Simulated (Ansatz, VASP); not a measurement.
## KI in VASP and in Ansatz

File INCAR:

```
ALGO     = Normal         # electronic algorithm
EDIFF    = 1E-7           # SCF threshold, eV
ENCUT    = 520            # plane-wave cutoff, eV
GGA      = PE             # functional
ISIF     = 2              # what is computed and relaxed
ISMEAR   = -1             # smearing method
LASPH    = T              # aspherical terms in the spheres
LCHARG   = F              # write CHGCAR
LREAL    = F              # projectors in reciprocal space
LWAVE    = F              # write WAVECAR
NBANDS   = 15             # bands
NELM     = 100            # most SCF steps
PREC     = Accurate       # precision mode
SIGMA    = 0.02           # smearing width, eV
```

The input KPOINTS:

```
k-points
0
Gamma
  6 6 6
```

Contents of POSCAR:

```
KI
1.0
   -0.1181428326      3.4261421451      3.4261421451
    3.4261421451     -0.1181428326      3.4261421451
    3.4261421451      3.4261421451     -0.1181428326
K I
1 1
Direct
    0.0000000000      0.0000000000      0.0000000000
    0.5000000000      0.5000000000      0.5000000000
```

Input for Ansatz:

```yaml
crystal:
  lattice:
    - [-0.1181428326, 3.4261421451, 3.4261421451]
    - [3.4261421451, -0.1181428326, 3.4261421451]
    - [3.4261421451, 3.4261421451, -0.1181428326]
  atoms:
    - { symbol: K, position: [0.0, 0.0, 0.0] }
    - { symbol: I, position: [0.5, 0.5, 0.5] }
kpoints:
  mp_grid: { grid: [6, 6, 6] }
  band_path:
    path:
      - [0.0, 0.0, 0.0]
      - [0.5, 0.0, 0.5]
      - [0.625, 0.25, 0.625]
      - [0.375, 0.375, 0.75]
      - [0.5, 0.5, 0.5]
      - [0.5, 0.25, 0.75]
    npoints: 1
hamiltonian:
  xc: pbe
scf:
  occupations: { method: fermi_dirac, width: 0.02 }
  n_extra_bands: 4
output:
  forces: true
  stress: true
  eigenvalues: true
```

Change from the starting cell: shear_111 strain -5.0%.

Alike in both runs: task single point; functional PBE; k mesh 6 × 6 × 6; occupations fermi-dirac, width 0.02 eV; no spin polarisation.

```csv
,VASP,Ansatz
version,VASP 6.6.1,Ansatz 0.2.0
potentials or method,"VASP PAW PBE potentials, release 64 (K_sv, I)","plane waves, PAW"
plane-wave cutoff (eV),520,420
valence electrons in the cell,16,26
```

|  | VASP | Ansatz | Ansatz less VASP |
| --- | --- | --- | --- |
| gap on the k mesh at the Fermi level (eV) | 3.96 | 3.97 | +0.004 |
| pressure (GPa) | 1.2 | 1.2 | -0.03 |
| traceless stress, the component that is largest in VASP (GPa) | 0.10 | 0.10 | +0.001 |

With one functional, cell and mesh, what is left measures potentials, basis and numerics. VASP's potentials hold 16 valence electrons a cell and Ansatz's 26, so a difference there can come from the potentials and not from the codes.

Spin-orbit coupling is off throughout.
